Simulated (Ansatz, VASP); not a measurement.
# Al2Ru: VASP beside Ansatz

```
Al Ru
1.0
    -1.56064    1.56064    4.21104
     1.56064   -1.56064    4.21104
     1.56064    1.56064   -4.21104
Al Ru
2 1
Cartesian
  0.0000 0.0000 5.5508
  0.0000 0.0000 2.8713
  0.0000 0.0000 0.0000
```

Alike in both runs: functional PBEsol; k mesh 18 × 18 × 18; occupations gaussian, width 0.1 eV; no spin polarisation.

Ansatz relaxed the structure, and its values are those at the end. VASP's run is a single point on that final structure, the one shown.

```csv
,VASP,Ansatz
version,VASP 6.6.1,Ansatz 0.2.0
potentials or method,"VASP PAW PBE potentials, release 64 (Al, Ru_pv), cutoff 520 eV","scalar-relativistic, plane waves, PAW"
valence electrons in the cell,20,22
```

```csv
,VASP,Ansatz,Ansatz less VASP
gap on the k mesh at the Fermi level (eV),none,none,-
pressure (GPa),0.1,0.0,-0.11
```

VASP's potentials were made for PBE, not for PBEsol, and Ansatz warns of the same on its side. A gap of «none» marks a metal or a gap that the smearing closes. With one functional, cell and mesh, what is left measures potentials, basis and numerics. VASP's potentials hold 20 valence electrons a cell and Ansatz's 22, so a difference there can come from the potentials and not from the codes.
